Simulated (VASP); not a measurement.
# BN (P1) in VASP: single point with LDA

Aim: the single point of BN with LDA.

All numbers are computed with VASP 6.6.1; they aren't measurements. Logs are shortened: lines on timing, memory, paths and dates and some standing lists are left out, and cuts for length are marked.

### Step 1. The cell of the first run

The typed cell holds 2 atoms: a = 2.508 Å, b = 2.508 Å, c = 3.274 Å, α = 101.11°, β = 101.11°, γ = 119.81°.

### Step 2. Single point, LDA

Contents of INCAR:

```
ALGO     = Normal         # electronic algorithm
EDIFF    = 1E-6           # SCF threshold, eV
ENCUT    = 600            # plane-wave cutoff, eV
GGA      = CA             # functional
GGA_COMPAT= False        
ISIF     = 2              # what is computed and relaxed
ISMEAR   = 0              # smearing method
LASPH    = True           # aspherical terms in the spheres
LCHARG   = True           # write CHGCAR
LELF     = True           # ELF
LREAL    = False          # projectors in reciprocal space
LVHAR    = True         
LWAVE    = False          # write WAVECAR
NBANDS   = 11             # bands
NELM     = 120            # most SCF steps
PREC     = Accurate       # precision mode
SIGMA    = 0.01           # smearing width, eV
```

Contents of KPOINTS:

```
k-points
0
Gamma
  5 5 4
```

Contents of POSCAR:

```
BN
1.0
    2.5080409200      0.0000000000      0.0000000000
   -1.2467107600      2.1762310400      0.0000000000
   -0.6306650800     -1.0881155200      3.0225400000
B N
1 1
Direct
    0.9796430000      0.9834990000      0.0018060000
    0.6685060000      0.3323850000      0.9849990000
```

Potentials or basis: VASP PAW LDA potentials, release 64 (B, N).

The run is started by

```sh
$ cat potpaw_LDA.64/B/POTCAR potpaw_LDA.64/N/POTCAR > POTCAR
$ mpirun -np 1 vasp_std > vasp.out
```

OUTCAR:

```text
EDIFF = 1E-6
   ENCUT = 600
   GGA = CA
   ISIF = 2
   ISMEAR = 0
   LASPH = True
   LREAL = False
   NELM = 120
   PREC = Accurate

 ion  position               nearest neighbor table
   1  0.980  0.983  0.002-   2 1.40   2 1.43   2 1.52
   2  0.669  0.332  0.985-   1 1.40   1 1.43   1 1.52

  LATTYP: Found a face centered orthorhombic cell.
 ALAT       =     2.5153399993
 B/A-ratio  =     1.7253460737
 C/A-ratio  =     2.4032854412

  Lattice vectors:

 A1 = (  -1.8773758400,   1.0881155200,   3.0225400000)
 A2 = (   0.6306650800,   1.0881155200,   3.0225400000)
 A3 = (  -1.2467107600,   2.1762310400,   0.0000000000)

Analysis of symmetry for initial positions (statically):
=====================================================================
 Subroutine PRICEL returns:
 Original cell was already a primitive cell.

 Routine SETGRP: Setting up the symmetry group for a
 face centered orthorhombic supercell.

 Subroutine GETGRP returns: Found  1 space group operations
 (whereof  1 operations were pure point group operations)
 out of a pool of  8 trial point group operations.

The static configuration has the point symmetry C_1 .

Analysis of symmetry for dynamics (positions and initial velocities):
=====================================================================
 Subroutine PRICEL returns:
 Original cell was already a primitive cell.

 Routine SETGRP: Setting up the symmetry group for a
 face centered orthorhombic supercell.

 Subroutine GETGRP returns: Found  1 space group operations
 (whereof  1 operations were pure point group operations)
 out of a pool of  8 trial point group operations.

The dynamic configuration has the point symmetry C_1 .

 Subroutine INISYM returns: Found  1 space group operations
 (whereof  1 operations are pure point group operations),
 and found     1 'primitive' translations

----------------------------------------------------------------------------------------

                                     Primitive cell

  volume of cell :      16.4973

  direct lattice vectors                    reciprocal lattice vectors
     2.508040920  0.000000000  0.000000000     0.398717578  0.228415772  0.165423783
    -1.246710760  2.176231040  0.000000000     0.000000000  0.459510034  0.165423783
    -0.630665080 -1.088115520  3.022540000     0.000000000  0.000000000  0.330847565

  length of vectors
     2.508040920  2.508040920  3.273756539     0.488379463  0.488379463  0.330847565

  position of ions in fractional coordinates (direct lattice)
     0.979643000  0.983499000  0.001806000
     0.668506000  0.332385000  0.984999000

  ion indices of the primitive-cell ions
   primitive index   ion index
                 1           1
                 2           2

----------------------------------------------------------------------------------------

 KPOINTS: k-points

Automatic generation of k-mesh.
 Grid dimensions read from file:
 generate k-points for:    5    5    4

 Generating k-lattice:

  Cartesian coordinates                     Fractional coordinates (reciprocal lattice)
     0.079743516  0.045683154  0.033084757     0.200000000 -0.000000000  0.000000000
     0.000000000  0.091902007  0.033084757     0.000000000  0.200000000  0.000000000
     0.000000000  0.000000000  0.082711891     0.000000000  0.000000000  0.250000000

  Length of vectors
     0.097675893  0.097675893  0.082711891

  Shift w.r.t. Gamma in fractional coordinates (k-lattice)
     0.000000000  0.000000000  0.000000000

 -----------------------------------------------------------------------------
|                                                                             |
|           W    W    AA    RRRRR   N    N  II  N    N   GGGG   !!!           |
|           W    W   A  A   R    R  NN   N  II  NN   N  G    G  !!!           |
|           W    W  A    A  R    R  N N  N  II  N N  N  G       !!!           |
|           W WW W  AAAAAA  RRRRR   N  N N  II  N  N N  G  GGG   !            |
|           WW  WW  A    A  R   R   N   NN  II  N   NN  G    G                |
|           W    W  A    A  R    R  N    N  II  N    N   GGGG   !!!           |
|                                                                             |
|     Your reciprocal lattice and k-lattice belong to different lattice       |
|     classes:                                                                |
|                                                                             |
|        The reciprocal lattice is body-centered orthorhombic,                |
|        whereas your k-lattice is base-centered monoclinic.                  |
|                                                                             |
|     Results are often still useful ...                                      |
|                                                                             |
 -----------------------------------------------------------------------------

 WARNING: IBZKPT: internal override: KBLOWUP is changed to .FALSE.
      ... skipping the blow-up phase ...

 Subroutine IBZKPT returns following result:
 ===========================================

 Found     51 irreducible k-points:

 Following reciprocal coordinates:
            Coordinates               Weight
  0.000000  0.000000  0.000000      1.000000
  0.200000 -0.000000 -0.000000      2.000000
  0.400000 -0.000000 -0.000000      2.000000
  0.000000  0.200000  0.000000      2.000000
  0.200000  0.200000 -0.000000      2.000000
  0.400000  0.200000 -0.000000      2.000000
[... 16 lines left out ...]
 -0.200000  0.200000  0.250000      2.000000
  0.000000  0.400000  0.250000      2.000000
 [... further k-points ...]
   k-points           NKPTS =     51   k-points in BZ     NKDIM =     51   number of bands    NBANDS=     11
   number of dos      NEDOS =    301   number of ions     NIONS =      2
   total plane-waves  NPLWV =  11200
   dimension x,y,z NGX =    20 NGY =   20 NGZ =   28
   dimension x,y,z NGXF=    40 NGYF=   40 NGZF=   56
   ions per type =               1   1
   NGX,Y,Z   is equivalent  to a cutoff of  13.26, 13.26, 14.22 a.u.
   NGXF,Y,Z  is equivalent  to a cutoff of  26.51, 26.51, 28.44 a.u.
 SYSTEM =  unknown system
   PREC   = accura    normal or accurate (medium, high low for compatibility)
   ISTART =      0    job   : 0-new  1-cont  2-samecut
   ICHARG =      2    charge: 1-file 2-atom 10-const
   ISPIN  =      1    spin polarized calculation?
   LNONCOLLINEAR =      F non collinear calculations
   LSORBIT =      F    spin-orbit coupling
   LASPH  =      T    aspherical Exc in radial PAW
   ENCUT  =  600.0 eV  44.10 Ry    6.64 a.u.   5.01  5.01  6.54*2*pi/ulx,y,z
   NELM   =    120;   NELMIN=  2; NELMDL= -5     # of ELM steps
   EDIFF  = 0.1E-05   stopping-criterion for ELM
   LREAL  =      F    real-space projection
   EDIFFG = 0.1E-04   stopping-criterion for IOM
   NSW    =      0    number of steps for IOM
   IBRION =     -1    ionic relax: 0-MD 1-quasi-New 2-CG
   NFREE  =      0    steps in history (QN), initial steepest desc. (CG)
   ISIF   =      2    stress and relaxation
   ISYM   =      2    0-nonsym 1-usesym 2-fastsym
   POTIM  = 0.5000    time-step for ionic-motion
   TEBEG  =    0.0;   TEEND  =   0.0 temperature during run
   PSTRESS=    0.0 pullay stress
   NELECT =       8.0000    total number of electrons
   NUPDOWN=      -1.0000    fix difference up-down
   EMIN   =  10.00;   EMAX   =-10.00  energy-range for DOS
   EFERMI =   0.00;   METHOD = LEGACY
   ISMEAR =     0;   SIGMA  =   0.01  broadening in eV -4-tet -1-fermi 0-gaus
   EFERMI_NEDOS =   21; number of points for ismear=-14 and -15
   IALGO  =     38    algorithm
   IMIX   =      4    mixing-type and parameters
     AMIX     =   0.40;   BMIX     =  1.00
     AMIX_MAG =   1.60;   BMIX_MAG =  1.00
  volume/ion in A,a.u.               =       8.25        55.66
  Fermi-wavevector in a.u.,A,eV,Ry     =   1.286178  2.430523 22.507475  1.654253
  Thomas-Fermi vector in A             =   2.418268
   LORBIT       =      0    0 simple, 1 ext, 2 COOP (PROOUT), +10 PAW based schemes
   GGA     = CA    functional components
   LHFCALC =     F    Hartree Fock is set to
   AEXX    =    0.0000 exact exchange contribution
   IVDW    =     0    specifies the selected vdW correction
   LEPSILON=     F    determine dielectric tensor
   LRPA    =     F    only Hartree local field effects (RPA)
 non-spin polarized calculation
 Gauss-broadening in eV      SIGMA  =   0.01
  energy-cutoff  :      600.00
  volume of cell :       16.50
 maximum number of plane-waves:       563
   NGX =  9   NGY =  9   NGZ = 13

 number of electron       8.0000000 magnetization

 Free energy of the ion-electron system (eV)
  ---------------------------------------------------
  ext. energy  EPLUGINS =         0.00000000
  ---------------------------------------------------
  free energy    TOTEN  =       -19.15009135 eV

  energy without entropy =      -19.15009135  energy(sigma->0) =      -19.15009135

 E-fermi :   3.3884     XC(G=0): -11.0912

 val. band max:        3.2244010038   @ k =   0.4000   0.4000   0.0000
 cond. band min:       6.5482395413   @ k =   0.4000   0.4000   0.5000
 fundamental gap:      3.3238385374
 Fermi energy:         3.3884407444

 k-point     1 :       0.0000    0.0000    0.0000
  band No.  band energies     occupation
      1     -14.7659      2.00000
      2      -0.4998      2.00000
      3       0.8309      2.00000
      4       2.4534      2.00000
      5       8.5537      0.00000
      6      13.3708      0.00000
      7      15.4811      0.00000
      8      16.0371      0.00000
      9      18.2054      0.00000
     10      28.3323      0.00000
     11      30.3375      0.00000

 k-point     2 :       0.2000   -0.0000   -0.0000
  band No.  band energies     occupation
      1     -13.9289      2.00000
      2      -0.6188      2.00000
      3      -0.0988      2.00000
      4       0.0187      2.00000
      5      10.2394      0.00000
      6      13.4430      0.00000
      7      13.9962      0.00000
      8      18.2827      0.00000
      9      19.8990      0.00000
     10      24.1296      0.00000
     11      28.6818      0.00000

 k-point     3 :       0.4000   -0.0000   -0.0000
  band No.  band energies     occupation
      1     -11.8774      2.00000
      2      -4.8577      2.00000
      3      -1.3758      2.00000
      4       1.2930      2.00000
      5       8.8550      0.00000
      6      12.6591      0.00000
      7      15.7694      0.00000
      8      20.4754      0.00000
      9      23.0953      0.00000
     10      23.7750      0.00000
     11      26.5631      0.00000

 k-point     4 :       0.0000    0.2000    0.0000
  band No.  band energies     occupation
      1     -13.9587      2.00000
      2      -1.4314      2.00000
      3       0.0383      2.00000
      4       0.9927      2.00000
      5      10.0975      0.00000
      6      13.3240      0.00000
      7      14.4019      0.00000
      8      17.0092      0.00000
      9      20.3608      0.00000
     10      24.7910      0.00000
     11      28.6550      0.00000
[... 239 lines left out ...]
 k-point    22 :      -0.4000    0.2000    0.2500
  band No.  band energies     occupation
      1     -12.4759      2.00000
      2      -3.4875      2.00000
      3      -1.8704      2.00000
      4       1.2484      2.00000
      5      10.1182      0.00000
      6      13.6245      0.00000
      7      14.9671      0.00000
      8      18.7823      0.00000
      9      20.5451      0.00000
     10      23.9036      0.00000
     11      28.0436      0.00000

 k-point    23 :      -0.2000    0.2000    0.2500
  band No.  band energies     occupation
      1     -13.7302      2.00000
      2      -1.5548      2.00000
      3      -1.1199      2.00000
      4       0.7902      2.00000
      5      11.5970      0.00000
      6      13.1280      0.00000
      7      15.6421      0.00000
      8      17.6649      0.00000
      9      19.5804      0.00000
     10      26.6990      0.00000
     11      28.4414      0.00000

 k-point    24 :       0.0000    0.4000    0.2500
  band No.  band energies     occupation
      1     -11.8094      2.00000
      2      -5.2583      2.00000
      3      -0.5989      2.00000
      4       0.3183      2.00000
      5       8.9707      0.00000
      6      12.9681      0.00000
      7      17.8077      0.00000
      8      20.0497      0.00000
      9      22.5891      0.00000
     10      25.4403      0.00000
     11      26.3312      0.00000

 [... further k-points ...]

------------------------ aborting loop because EDIFF is reached ----------------------------------------

  FORCE on cell =-STRESS in cart. coord.  units (eV):
  Direction    XX          YY          ZZ          XY          YZ          ZX
  --------------------------------------------------------------------------------------
  -------------------------------------------------------------------------------------
  Total       -1.3120550     -0.1240737      0.3105227     -0.4994283      0.1169538      0.0509095
  in kB     -127.4239205    -12.0497676     30.1572862    -48.5033818     11.3582991      4.9442170
  external PRESSURE =     -36.4388006 kB  Pullay stress =       0.0000000 kB

 VOLUME and BASIS-vectors are now :
 -----------------------------------------------------------------------------
  energy-cutoff  :      600.00
  volume of cell :       16.50
      direct lattice vectors                 reciprocal lattice vectors
     2.508040920  0.000000000  0.000000000     0.398717578  0.228415772  0.165423783
    -1.246710760  2.176231040  0.000000000     0.000000000  0.459510034  0.165423783
    -0.630665080 -1.088115520  3.022540000     0.000000000  0.000000000  0.330847565

 POSITION                                       TOTAL-FORCE (eV/Angst)
 -----------------------------------------------------------------------------------
      1.22971      2.13836      0.00546         1.651377      2.055703     -0.615218
      0.64105     -0.34845      2.97720        -1.651377     -2.055703      0.615218
 -----------------------------------------------------------------------------------
    total drift:                               -0.000242     -0.000120     -0.000279

  FREE ENERGIE OF THE ION-ELECTRON SYSTEM (eV)
  ---------------------------------------------------
  free  energy   TOTEN  =       -19.1500913548 eV

  energy  without entropy=      -19.1500913548  energy(sigma->0) =      -19.15009135
```

It took 7.8 s on 1 thread of Intel Xeon 6975P-C, shared host; peak memory 0.12 GiB.

What came out:

```yaml
Free_energy: -19.1501 eV
Pressure: -3.6 GPa
Largest_force: 2.708 eV/Å
Band_gap_on_the_k_mesh: 3.32 eV, indirect (least direct gap 4.67 eV)
```

Forces on the atoms (eV/Å):
```
B    1.651  2.056 -0.615
N   -1.651 -2.056  0.615
```

Caveat: the k points lie up to 0.61 Å⁻¹ apart; forces of over 1 eV/Å act on the atoms, so gaps and moduli don't describe the material at rest. A k mesh can miss the band edges.
